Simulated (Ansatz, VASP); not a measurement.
Two plane-wave programs on Ir

The input POSCAR:

```
Ir
1.0
    2.5683381836      0.0000000000      0.0000000000
   -1.2841690918      2.2242461125      0.0000000000
    0.0000000000      0.0000000000      4.9932208297
Ir
2
Direct
    0.6666666667      0.3333333333      0.7500000000
    0.3333333333      0.6666666667      0.2500000000
```

Contents of INCAR.step1:

```
PREC     = Accurate       # precision mode
ENCUT    = 520            # plane-wave cutoff, eV
ISMEAR   = 0              # smearing method
SIGMA    = 0.15           # smearing width, eV
LREAL    = False          # projectors in reciprocal space
LASPH    = True           # aspherical terms in the spheres
NELM     = 100            # most SCF steps
NBANDS   = 16             # bands
GGA      = PE             # functional
ALGO     = Normal         # electronic algorithm
EDIFF    = 1E-4           # SCF threshold, eV
LWAVE    = True           # write WAVECAR
LCHARG   = False          # write CHGCAR
```

Contents of INCAR.step2:

```
PREC     = Accurate       # precision mode
ENCUT    = 520            # plane-wave cutoff, eV
EDIFF    = 1E-7           # SCF threshold, eV
ISMEAR   = 0              # smearing method
SIGMA    = 0.15           # smearing width, eV
LREAL    = False          # projectors in reciprocal space
LASPH    = True           # aspherical terms in the spheres
NELM     = 100            # most SCF steps
ALGO     = Normal         # electronic algorithm
ISIF     = 2              # what is computed and relaxed
LWAVE    = False          # write WAVECAR
LCHARG   = False          # write CHGCAR
METAGGA  = R2SCAN         # meta-GGA
LMIXTAU  = True         
NBANDS   = 16             # bands
ISTART   = 1
```

File KPOINTS:

```
Automatic mesh
0
Gamma
  30 30 16
```

Input for Ansatz:

```yaml
crystal:
  lattice:
    - [2.5683381836, 0.0, 0.0]
    - [-1.2841690918, 2.2242461125, 0.0]
    - [0.0, 0.0, 4.9932208297]
  atoms:
    - { symbol: Ir, position: [0.6666666667, 0.3333333333, 0.75] }
    - { symbol: Ir, position: [0.3333333333, 0.6666666667, 0.25] }
basis:
  ecutwfc: 500
kpoints:
  mp_grid: { grid: [30, 30, 16] }
hamiltonian:
  xc: r2scan
scf:
  occupations: { method: gaussian, width: 0.15 }
output:
  forces: true
  stress: true
  eigenvalues: true
```

Alike in both runs: task single point; functional r2SCAN; k mesh 30 × 30 × 16; occupations gaussian, width 0.15 eV; no spin polarisation.

```csv
,VASP,Ansatz
version,VASP 6.6.1,Ansatz 0.2.0
potentials or method,"VASP PAW PBE potentials, release 64 (Ir), cutoff 520 eV","scalar-relativistic, plane waves, PAW"
valence electrons in the cell,18,34
```

|  | VASP | Ansatz | Ansatz less VASP |
| --- | --- | --- | --- |
| gap on the k mesh at the Fermi level (eV) | none | none | - |
| pressure (GPa) | 18.8 | 15.9 | -2.86 |
| traceless stress, the component that is largest in VASP (GPa) | -50.44 | -49.51 | +0.935 |

VASP's potentials were made for PBE, not for r2SCAN. A gap of «none» marks a metal or a gap that the smearing closes. VASP's potentials hold 18 valence electrons a cell and Ansatz's 34, so a difference there can come from the potentials and not from the codes.

Neither program's run includes spin-orbit coupling.
